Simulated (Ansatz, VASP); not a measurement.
# ZrS in VASP and in Ansatz

File POSCAR:

```
ZrS
1.0
    0.0000000000      2.5732775342      2.6124645017
    2.5732775342      0.0000000000      2.6124645017
    2.5732775342      2.5732775342      0.0000000000
Zr S
1 1
Direct
    0.0000000000      0.0000000000      0.0000000000
    0.5000000000      0.5000000000      0.5000000000
```

INCAR.step1

```
PREC     = Accurate       # precision mode
ENCUT    = 520            # plane-wave cutoff, eV
ISMEAR   = 0              # smearing method
SIGMA    = 0.15           # smearing width, eV
LREAL    = False          # projectors in reciprocal space
LASPH    = True           # aspherical terms in the spheres
NELM     = 80             # most SCF steps
NBANDS   = 16             # bands
GGA      = PE             # functional
ALGO     = Normal         # electronic algorithm
EDIFF    = 1E-4           # SCF threshold, eV
LWAVE    = True           # write WAVECAR
LCHARG   = False          # write CHGCAR
```

Contents of INCAR.step2:

```
PREC     = Accurate       # precision mode
ENCUT    = 520            # plane-wave cutoff, eV
EDIFF    = 1E-7           # SCF threshold, eV
ISMEAR   = 0              # smearing method
SIGMA    = 0.15           # smearing width, eV
LREAL    = False          # projectors in reciprocal space
LASPH    = True           # aspherical terms in the spheres
NELM     = 80             # most SCF steps
ALGO     = Normal         # electronic algorithm
ISIF     = 2              # what is computed and relaxed
LWAVE    = False          # write WAVECAR
LCHARG   = True           # write CHGCAR
METAGGA  = R2SCAN         # meta-GGA
LMIXTAU  = True         
LELF     = True           # ELF
LVHAR    = True         
NBANDS   = 16             # bands
ISTART   = 1
```

File KPOINTS:

```
Automatic mesh
0
Gamma
  20 20 20
```

Input for Ansatz:

```yaml
crystal:
  lattice:
    - [0.0, 2.5732775342, 2.6124645017]
    - [2.5732775342, 0.0, 2.6124645017]
    - [2.5732775342, 2.5732775342, 0.0]
  atoms:
    - { symbol: Zr, position: [0.0, 0.0, 0.0] }
    - { symbol: S, position: [0.5, 0.5, 0.5] }
basis:
  ecutwfc: 500
kpoints:
  mp_grid: { grid: [20, 20, 20] }
hamiltonian:
  xc: r2scan
scf:
  occupations: { method: gaussian, width: 0.15 }
output:
  forces: true
  stress: true
  eigenvalues: true
```

Change from the starting cell: strain -0.015 along x and y, +0.000 along z, atoms carried along.

Alike in both runs: task single point; functional r2SCAN; k mesh 20 × 20 × 20; occupations gaussian, width 0.15 eV; no spin polarisation.

|  | VASP | Ansatz |
| --- | --- | --- |
| version | VASP 6.6.1 | Ansatz 0.2.0 |
| potentials or method | VASP PAW PBE potentials, release 64 (Zr_sv, S), cutoff 520 eV | scalar-relativistic, plane waves, PAW |
| valence electrons in the cell | 18 | 18 |

|  | VASP | Ansatz | Ansatz less VASP |
| --- | --- | --- | --- |
| gap on the k mesh at the Fermi level (eV) | none | none | - |
| pressure (GPa) | 4.6 | 4.6 | +0.01 |
| traceless stress, the component that is largest in VASP (GPa) | -3.17 | -3.16 | +0.006 |

VASP's potentials were made for PBE, not for r2SCAN. A gap of «none» marks a metal or a gap that the smearing closes.
